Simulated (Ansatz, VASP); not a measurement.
# One calculation of Al2O3, two programs

INCAR

```
SYSTEM = Al2O3
PREC = Accurate
ENCUT = 520
EDIFF = 1E-6
ISMEAR = 0
SIGMA = 0.05
LREAL = .FALSE.
LASPH = .TRUE.
NELM = 80
ALGO = Normal
ISIF = 2
LWAVE = .FALSE.
LCHARG = .TRUE.
GGA = PE
IVDW = 12
LELF = .TRUE.
LVHAR = .TRUE.
NBANDS = 20
```

The input KPOINTS:

```
regular mesh
0
G
  9 9 4
  0 0 0
```

The input POSCAR:

```
Al2O3
1.0
    2.9172793866      0.0000000000      0.0000000000
   -1.4586396933      2.5264380587      0.0000000000
    0.0000000000      0.0000000000      7.4236882398
Al O
2 3
Direct
    0.0000000000      0.0000000000      0.1907358529
    0.0000000000      0.0000000000      0.8092641471
    0.3333333333      0.6666666667      0.2635340166
    0.6666666667      0.3333333333      0.0000000000
    0.3333333333      0.6666666667      0.7364659834
```

Input for Ansatz:

```yaml
crystal:
  lattice:
    - [2.9172793866, 0.0, 0.0]
    - [-1.4586396933, 2.5264380587, 0.0]
    - [0.0, 0.0, 7.4236882398]
  atoms:
    - { symbol: Al, position: [0.0, 0.0, 0.1907358529] }
    - { symbol: Al, position: [0.0, 0.0, 0.8092641471] }
    - { symbol: O, position: [0.3333333333, 0.6666666667, 0.2635340166] }
    - { symbol: O, position: [0.6666666667, 0.3333333333, 0.0] }
    - { symbol: O, position: [0.3333333333, 0.6666666667, 0.7364659834] }
basis:
  ecutwfc: 520.0
kpoints:
  mp_grid: { grid: [9, 9, 4] }
hamiltonian:
  xc: pbe
  pseudopotentials: { kind: paw, azcp: { folder: soft_1 } }
  dispersion: d3bj
scf:
  occupations: { method: gaussian, width: 0.05 }
output:
  forces: true
  stress: true
  eigenvalues: true
```

Alike in both runs: task single point; functional PBE; dispersion D3(BJ); k mesh 9 × 9 × 4; occupations gaussian, width 0.05 eV; no spin polarisation.

|  | VASP | Ansatz |
| --- | --- | --- |
| version | VASP 6.6.1 | Ansatz 0.2.0 |
| potentials or method | VASP PAW PBE potentials, release 64 (Al, O), cutoff 520 eV | scalar-relativistic, plane waves, PAW |
| valence electrons in the cell | 24 | 24 |

VASP gave:

* gap on the k mesh at the Fermi level (eV): 4.40
* least direct gap on the mesh (eV): 4.62
* pressure (GPa): 1.4
* traceless stress, the component that is largest in VASP (GPa): 2.17
* rms of the force components (eV/Å): 1.043

Task: Which values does Ansatz return?

Result: gap on the k mesh at the Fermi level (eV): 4.40; least direct gap on the mesh (eV): 4.61; pressure (GPa): 1.4; traceless stress, the component that is largest in VASP (GPa): 2.33; rms of the force components (eV/Å): 1.058.

Atom by atom the forces differ by 0.015 eV/Å (rms over components).
